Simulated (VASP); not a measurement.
# HfB2 (P6/mmm) in VASP: further runs

The runs below take HfB2 through single point, with PBE.

Program: VASP 6.6.1. These are calculated values, not measurements. Logs are shortened: lines on timing, memory, paths and dates and some standing lists are left out, and cuts for length are marked.

## 1. The cell of the first run

It takes space group P6/mmm (No. 191, hexagonal). Conventional cell: a = 3.076 Å, b = 3.076 Å, c = 3.409 Å, α = 90.00°, β = 90.00°, γ = 120.00°. Hf (site symmetry 6/mmm) has 12 B at 2.46 Å and 6 Hf at 3.08 Å within 3.2 Å. B (site symmetry -6m2) has 3 B at 1.78 Å within 2.4 Å.

## 2. Single point, PBE

The input, INCAR:

```
PREC = Accurate ; ENCUT = 520
EDIFF = 1E-6 ; ISMEAR = -1
SIGMA = 0.1 ; LREAL = False
LASPH = True ; NELM = 100
ALGO = Normal ; ISIF = 2
LWAVE = False ; LCHARG = False
GGA = PE ; NBANDS = 15
```

The input, KPOINTS:

```
regular mesh
0
Gamma
  11 11 8
```

The input, POSCAR:

```
HfB2
1.0
    3.0759003814      0.0000000000      0.0000000000
   -1.5379501907      2.6638078718      0.0000000000
    0.0000000000      0.0000000000      3.4089596583
Hf B
1 2
Direct
    0.0000000000      0.0000000000      0.0000000000
    0.3333333333      0.6666666667      0.5000000000
    0.6666666667      0.3333333333      0.5000000000
```

Potentials or basis: VASP PAW PBE potentials, release 64 (Hf_pv, B).

The run is started by

```
cat potpaw_PBE.64/Hf_pv/POTCAR potpaw_PBE.64/B/POTCAR > POTCAR
mpirun -np 1 vasp_std > vasp.out
```

OUTCAR:

```text
PREC = Accurate
   ENCUT = 520
   EDIFF = 1E-6
   ISMEAR = -1
   LREAL = False
   LASPH = True
   NELM = 100
   ISIF = 2
   GGA = PE

 ion  position               nearest neighbor table
   1  0.000  0.000  0.000-   2 2.46   3 2.46   2 2.46   3 2.46   3 2.46   3 2.46   2 2.46   2 2.46
                             3 2.46   3 2.46   2 2.46   2 2.46
   2  0.333  0.667  0.500-   3 1.78   3 1.78   3 1.78   1 2.46   1 2.46   1 2.46   1 2.46   1 2.46
                             1 2.46
   3  0.667  0.333  0.500-   2 1.78   2 1.78   2 1.78   1 2.46   1 2.46   1 2.46   1 2.46   1 2.46
                             1 2.46

  LATTYP: Found a hexagonal cell.
 ALAT       =     3.0759003814
 C/A-ratio  =     1.1082802548

  Lattice vectors:

 A1 = (   3.0759003814,   0.0000000000,   0.0000000000)
 A2 = (  -1.5379501907,   2.6638078718,   0.0000000000)
 A3 = (   0.0000000000,   0.0000000000,   3.4089596583)

Analysis of symmetry for initial positions (statically):
=====================================================================
 Subroutine PRICEL returns:
 Original cell was already a primitive cell.

 Routine SETGRP: Setting up the symmetry group for a
 hexagonal supercell.

 Subroutine GETGRP returns: Found 24 space group operations
 (whereof 24 operations were pure point group operations)
 out of a pool of 24 trial point group operations.

The static configuration has the point symmetry D_6h.

Analysis of symmetry for dynamics (positions and initial velocities):
=====================================================================
 Subroutine PRICEL returns:
 Original cell was already a primitive cell.

 Routine SETGRP: Setting up the symmetry group for a
 hexagonal supercell.

 Subroutine GETGRP returns: Found 24 space group operations
 (whereof 24 operations were pure point group operations)
 out of a pool of 24 trial point group operations.

The dynamic configuration has the point symmetry D_6h.

 Subroutine INISYM returns: Found 24 space group operations
 (whereof 24 operations are pure point group operations),
 and found     1 'primitive' translations

----------------------------------------------------------------------------------------

                                     Primitive cell

  volume of cell :      27.9317

  direct lattice vectors                    reciprocal lattice vectors
     3.075900381  0.000000000  0.000000000     0.325108058  0.187701225  0.000000000
    -1.537950191  2.663807872  0.000000000     0.000000000  0.375402449  0.000000000
     0.000000000  0.000000000  3.408959658     0.000000000  0.000000000  0.293344627

  length of vectors
     3.075900381  3.075900383  3.408959658     0.375402450  0.375402449  0.293344627

  position of ions in fractional coordinates (direct lattice)
     0.000000000  0.000000000  0.000000000
     0.333333333  0.666666667  0.500000000
     0.666666667  0.333333333  0.500000000

  ion indices of the primitive-cell ions
   primitive index   ion index
                 1           1
                 2           2
                 3           3

----------------------------------------------------------------------------------------

 KPOINTS: regular mesh

Automatic generation of k-mesh.
 Grid dimensions read from file:
 generate k-points for:   11   11    8

 Generating k-lattice:

  Cartesian coordinates                     Fractional coordinates (reciprocal lattice)
     0.029555278  0.017063748  0.000000000     0.090909091  0.000000000  0.000000000
     0.000000000  0.034127495  0.000000000     0.000000000  0.090909091  0.000000000
     0.000000000  0.000000000  0.036668078     0.000000000  0.000000000  0.125000000

  Length of vectors
     0.034127495  0.034127495  0.036668078

  Shift w.r.t. Gamma in fractional coordinates (k-lattice)
     0.000000000  0.000000000  0.000000000

 Subroutine IBZKPT returns following result:
 ===========================================

 Found     80 irreducible k-points:

 Following reciprocal coordinates:
            Coordinates               Weight
  0.000000  0.000000  0.000000      1.000000
  0.090909  0.000000  0.000000      6.000000
  0.181818 -0.000000  0.000000      6.000000
  0.272727  0.000000  0.000000      6.000000
  0.363636  0.000000  0.000000      6.000000
  0.454545  0.000000  0.000000      6.000000
[... 16 lines left out ...]
  0.090909  0.090909  0.125000     12.000000
  0.181818  0.090909  0.125000     24.000000
 [... further k-points ...]
   k-points           NKPTS =     80   k-points in BZ     NKDIM =     80   number of bands    NBANDS=     15
   number of dos      NEDOS =    301   number of ions     NIONS =      3
   total plane-waves  NPLWV =  16128
   dimension x,y,z NGX =    24 NGY =   24 NGZ =   28
   dimension x,y,z NGXF=    48 NGYF=   48 NGZF=   56
   ions per type =               1   2
   NGX,Y,Z   is equivalent  to a cutoff of  12.97, 12.97, 13.65 a.u.
   NGXF,Y,Z  is equivalent  to a cutoff of  25.94, 25.94, 27.31 a.u.
 SYSTEM =  unknown system
   PREC   = accura    normal or accurate (medium, high low for compatibility)
   ISTART =      0    job   : 0-new  1-cont  2-samecut
   ICHARG =      2    charge: 1-file 2-atom 10-const
   ISPIN  =      1    spin polarized calculation?
   LNONCOLLINEAR =      F non collinear calculations
   LSORBIT =      F    spin-orbit coupling
   LASPH  =      T    aspherical Exc in radial PAW
   ENCUT  =  520.0 eV  38.22 Ry    6.18 a.u.   5.72  5.72  6.34*2*pi/ulx,y,z
   NELM   =    100;   NELMIN=  2; NELMDL= -5     # of ELM steps
   EDIFF  = 0.1E-05   stopping-criterion for ELM
   LREAL  =      F    real-space projection
   EDIFFG = 0.1E-04   stopping-criterion for IOM
   NSW    =      0    number of steps for IOM
   IBRION =     -1    ionic relax: 0-MD 1-quasi-New 2-CG
   NFREE  =      0    steps in history (QN), initial steepest desc. (CG)
   ISIF   =      2    stress and relaxation
   ISYM   =      2    0-nonsym 1-usesym 2-fastsym
   POTIM  = 0.5000    time-step for ionic-motion
   TEBEG  =    0.0;   TEEND  =   0.0 temperature during run
   PSTRESS=    0.0 pullay stress
   NELECT =      16.0000    total number of electrons
   NUPDOWN=      -1.0000    fix difference up-down
   EMIN   =  10.00;   EMAX   =-10.00  energy-range for DOS
   EFERMI =   0.00;   METHOD = LEGACY
   ISMEAR =    -1;   SIGMA  =   0.10  broadening in eV -4-tet -1-fermi 0-gaus
   EFERMI_NEDOS =   21; number of points for ismear=-14 and -15
   IALGO  =     38    algorithm
   IMIX   =      4    mixing-type and parameters
     AMIX     =   0.40;   BMIX     =  1.00
     AMIX_MAG =   1.60;   BMIX_MAG =  1.00
  volume/ion in A,a.u.               =       9.31        62.83
  Fermi-wavevector in a.u.,A,eV,Ry     =   1.359615  2.569299 25.151075  1.848552
  Thomas-Fermi vector in A             =   2.486347
   LORBIT       =      0    0 simple, 1 ext, 2 COOP (PROOUT), +10 PAW based schemes
   GGA     = PE    functional components
   LHFCALC =     F    Hartree Fock is set to
   AEXX    =    0.0000 exact exchange contribution
   IVDW    =     0    specifies the selected vdW correction
   LEPSILON=     F    determine dielectric tensor
   LRPA    =     F    only Hartree local field effects (RPA)
 non-spin polarized calculation
  energy-cutoff  :      520.00
  volume of cell :       27.93
 maximum number of plane-waves:       769
 NGX is ok and might be reduce to    24
   NGX = 11   NGY = 11   NGZ = 13

 number of electron      16.0000002 magnetization

 Free energy of the ion-electron system (eV)
  ---------------------------------------------------
  ext. energy  EPLUGINS =         0.00000000
  ---------------------------------------------------
  free energy    TOTEN  =       -26.30034678 eV

  energy without entropy =      -26.29408605  energy(sigma->0) =      -26.29721642

 E-fermi :   8.0680     XC(G=0): -12.8903

 val. band max:        7.9083454755   @ k =   0.0909   0.0909   0.2500
 cond. band min:       8.1380930917   @ k =   0.2727   0.1818   0.0000
 fundamental gap:      0.2297476162
 Fermi energy:         8.0679500301

 k-point     1 :       0.0000    0.0000    0.0000
  band No.  band energies     occupation
      1     -22.2783      2.00000
      2     -21.6953      2.00000
      3     -21.6953      2.00000
      4      -5.9396      2.00000
      5       5.0016      2.00000
      6       5.1374      2.00000
      7       5.1374      2.00000
      8       5.4130      2.00000
      9      12.5106      0.00000
     10      12.5106      0.00000
     11      13.1691      0.00000
     12      13.1691      0.00000
     13      13.4315      0.00000
     14      13.4315      0.00000
     15      13.6200      0.00000

 k-point     2 :       0.0909    0.0000    0.0000
  band No.  band energies     occupation
      1     -22.2650      2.00000
      2     -21.7762      2.00000
      3     -21.7129      2.00000
      4      -5.7490      2.00000
      5       4.6366      2.00000
      6       5.1361      2.00000
      7       5.1921      2.00000
      8       5.2331      2.00000
      9      11.8350      0.00000
     10      12.3576      0.00000
     11      12.3727      0.00000
     12      12.7443      0.00000
     13      14.0971      0.00000
     14      14.6069      0.00000
     15      14.7893      0.00000

 k-point     3 :       0.1818   -0.0000    0.0000
  band No.  band energies     occupation
      1     -22.2291      2.00000
      2     -21.9874      2.00000
      3     -21.7599      2.00000
      4      -5.2059      2.00000
      5       3.4777      2.00000
      6       4.8147      2.00000
      7       5.0904      2.00000
      8       5.6129      2.00000
      9      10.6565      0.00000
     10      12.0296      0.00000
     11      12.1006      0.00000
     12      12.7629      0.00000
     13      14.6534      0.00000
     14      15.6025      0.00000
     15      16.2444      0.00000

 k-point     4 :       0.2727    0.0000    0.0000
  band No.  band energies     occupation
      1     -22.2522      2.00000
      2     -22.1818      2.00000
      3     -21.8207      2.00000
      4      -4.3791      2.00000
      5       2.1019      2.00000
      6       4.3648      2.00000
      7       4.9572      2.00000
      8       5.7731      2.00000
      9      10.5326      0.00000
     10      11.6278      0.00000
     11      11.8839      0.00000
     12      12.5320      0.00000
     13      14.8023      0.00000
     14      16.7245      0.00000
     15      18.4260      0.00000
[... 307 lines left out ...]
 k-point    22 :       0.4545    0.0000    0.1250
  band No.  band energies     occupation
      1     -22.6110      2.00000
      2     -22.1569      2.00000
      3     -21.9028      2.00000
      4      -2.0908      2.00000
      5      -0.7646      2.00000
      6       4.1521      2.00000
      7       4.3530      2.00000
      8       5.1288      2.00000
      9       9.9902      0.00000
     10      11.7005      0.00000
     11      14.0814      0.00000
     12      14.3159      0.00000
     13      15.5554      0.00000
     14      16.7716      0.00000
     15      20.0577      0.00000

 k-point    23 :       0.0909    0.0909    0.1250
  band No.  band energies     occupation
      1     -22.2927      2.00000
      2     -21.9117      2.00000
      3     -21.7459      2.00000
      4      -5.1349      2.00000
      5       3.7622      2.00000
      6       3.9770      2.00000
      7       4.9821      2.00000
      8       6.6443      2.00000
      9       9.7676      0.00000
     10      11.3471      0.00000
     11      12.7994      0.00000
     12      13.7601      0.00000
     13      14.7396      0.00000
     14      14.9086      0.00000
     15      15.7435      0.00000

 k-point    24 :       0.1818    0.0909    0.1250
  band No.  band energies     occupation
      1     -22.2498      2.00000
      2     -22.1351      2.00000
      3     -21.8117      2.00000
      4      -4.4829      2.00000
      5       2.7263      2.00000
      6       3.8246      2.00000
      7       4.5856      2.00000
      8       6.7378      2.00000
      9       9.0551      0.00010
     10      11.8784      0.00000
     11      12.6992      0.00000
     12      13.6005      0.00000
     13      14.9395      0.00000
     14      15.7028      0.00000
     15      17.4193      0.00000

 [... further k-points ...]

------------------------ aborting loop because EDIFF is reached ----------------------------------------

  FORCE on cell =-STRESS in cart. coord.  units (eV):
  Direction    XX          YY          ZZ          XY          YZ          ZX
  --------------------------------------------------------------------------------------
  -------------------------------------------------------------------------------------
  Total        3.3856020      3.3856020      3.1388885      0.0000000      0.0000000     -0.0000000
  in kB      194.2001058    194.2001061    180.0484748      0.0000000      0.0000000     -0.0000000
  external PRESSURE =     189.4828956 kB  Pullay stress =       0.0000000 kB

 VOLUME and BASIS-vectors are now :
 -----------------------------------------------------------------------------
  energy-cutoff  :      520.00
  volume of cell :       27.93
      direct lattice vectors                 reciprocal lattice vectors
     3.075900381  0.000000000  0.000000000     0.325108058  0.187701225  0.000000000
    -1.537950191  2.663807872  0.000000000     0.000000000  0.375402449  0.000000000
     0.000000000  0.000000000  3.408959658     0.000000000  0.000000000  0.293344627

 POSITION                                       TOTAL-FORCE (eV/Angst)
 -----------------------------------------------------------------------------------
      0.00000      0.00000      0.00000         0.000000      0.000000      0.000000
     -0.00000      1.77587      1.70448        -0.000000     -0.000000     -0.000000
      1.53795      0.88794      1.70448         0.000000      0.000000      0.000000
 -----------------------------------------------------------------------------------
    total drift:                               -0.000000      0.000000      0.000000

  FREE ENERGIE OF THE ION-ELECTRON SYSTEM (eV)
  ---------------------------------------------------
  free  energy   TOTEN  =       -26.3003467767 eV

  energy  without entropy=      -26.2940860545  energy(sigma->0) =      -26.29721642
```

Run time: 14 s. Hardware: 1 thread of Intel Xeon 6975P-C (Granite Rapids), shared host; peak memory 0.16 GiB.

What came out:

| Item | Value |
| --- | --- |
| Free energy | -26.3003 eV |
| Pressure | 18.9 GPa |
| Band gap on the k mesh | zero (band 8 reaches 8.79 eV, above the bottom of band 9 at 7.62 eV) |

Stress tensor (GPa, compression positive):
```
19.42  0.00  0.00
 0.00 19.42  0.00
 0.00  0.00 18.00
```

Caveat: spin-orbit coupling is left out, which moves the levels of the heavy elements.

## 3. Single point, PBE

This run uses another cell than the first one, of 9.51 Å³/atom, 1.021 times its volume.

The input, INCAR:

```
SYSTEM = HfB2
  ALGO = Normal
  EDIFF = 1E-7
  ENCUT = 520
  GGA = PE
  ISIF = 2
  ISMEAR = -1
  LASPH = .True.
  LCHARG = .False.
  LREAL = .False.
  LWAVE = .False.
  NBANDS = 15
  NELM = 80
  PREC = Accurate
  SIGMA = 0.1
```

The input, KPOINTS:

```
k-points
0
Gamma
  11 11 8
  0 0 0
```

The input, POSCAR:

```
HfB2
1.0
    3.0975623654      0.0000000000      0.0000000000
   -1.5487811827      2.6825677003      0.0000000000
    0.0000000000      0.0000000000      3.4329672075
Hf B
1 2
Direct
    0.0000000000      0.0000000000      0.0000000000
    0.3333333333      0.6666666667      0.5000000000
    0.6666666667      0.3333333333      0.5000000000
```

Potentials or basis: VASP PAW PBE potentials, release 64 (Hf_pv, B).

The run is started by

```
cat potpaw_PBE.64/Hf_pv/POTCAR potpaw_PBE.64/B/POTCAR > POTCAR
mpirun -np 1 vasp_std > vasp.out
```

It took 19 s on 1 thread of Intel Xeon 6975P-C (Granite Rapids), shared host; peak memory 0.17 GiB.

It converged, with:

- Free energy: -26.3585 eV
- Pressure: 12.4 GPa
- Band gap on the k mesh: zero (band 8 reaches 8.61 eV, above the bottom of band 9 at 7.46 eV)

Stress tensor (GPa, compression positive):
```
12.63  0.00  0.00
 0.00 12.63  0.00
 0.00  0.00 11.82
```

Levels at points of the mesh, in eV from the Fermi level:
```csv
k point,band 5,band 6,band 7,band 8,band 9,band 10,band 11,band 12
"(0.00, 0.00, 0.00)",-3.02,-2.89,-2.89,-2.67,4.33,4.33,4.98,4.98
"(0.00, 0.00, 0.50)",-8.43,-1.12,-1.12,0.42,0.42,1.13,1.13,2.43
```

Caveat: spin-orbit coupling is left out, which moves the levels of the heavy elements.

## 4. Single point, PBE

This run uses another cell than the first one, of 9.71 Å³/atom, 1.043 times its volume.

The input, INCAR:

```
  ALGO = Normal
  EDIFF = 1E-6
  ENCUT = 520
  GGA = PE
  ISIF = 2
  ISMEAR = -1
  LASPH = True
  LCHARG = False
  LREAL = False
  LWAVE = False
  NBANDS = 15
  NELM = 60
  PREC = Accurate
  SIGMA = 0.1
```

The input, KPOINTS:

```
k-points
0
Gamma
  11 11 8
```

The input, POSCAR:

```
HfB2
1.0
    3.1189255395      0.0000000000      0.0000000000
   -1.5594627698      2.7010687518      0.0000000000
    0.0000000000      0.0000000000      3.4566435916
Hf B
1 2
Direct
    0.0000000000      0.0000000000      0.0000000000
    0.3333333333      0.6666666667      0.5000000000
    0.6666666667      0.3333333333      0.5000000000
```

The run is started by

```
cat potpaw_PBE.64/Hf_pv/POTCAR potpaw_PBE.64/B/POTCAR > POTCAR
mpirun -np 1 vasp_std > vasp.out
```

Wall time 14 s (1 thread of Intel Xeon 6975P-C (Granite Rapids), shared host); peak memory 0.16 GiB.

The run converged. Its results:

| Item | Value |
| --- | --- |
| Free energy | -26.3934 eV |
| Pressure | 6.4 GPa |
| Band gap on the k mesh | zero (band 8 reaches 8.43 eV, above the bottom of band 9 at 7.31 eV) |

Stress tensor (GPa, compression positive):
```
6.47 0.00 0.00
0.00 6.47 0.00
0.00 0.00 6.25
```

Levels at points of the mesh, in eV from the Fermi level:
| k point | band 6 | band 7 | band 8 | band 9 | band 10 | band 11 |
| --- | --- | --- | --- | --- | --- | --- |
| (0.00, 0.00, 0.00) | -2.85 | -2.85 | -2.69 | 4.21 | 4.21 | 4.86 |
| (0.00, 0.00, 0.50) | -1.12 | -1.12 | 0.41 | 0.41 | 1.11 | 1.11 |

Caveat: spin-orbit coupling is left out, which moves the levels of the heavy elements.

[end of part 1 of 2]
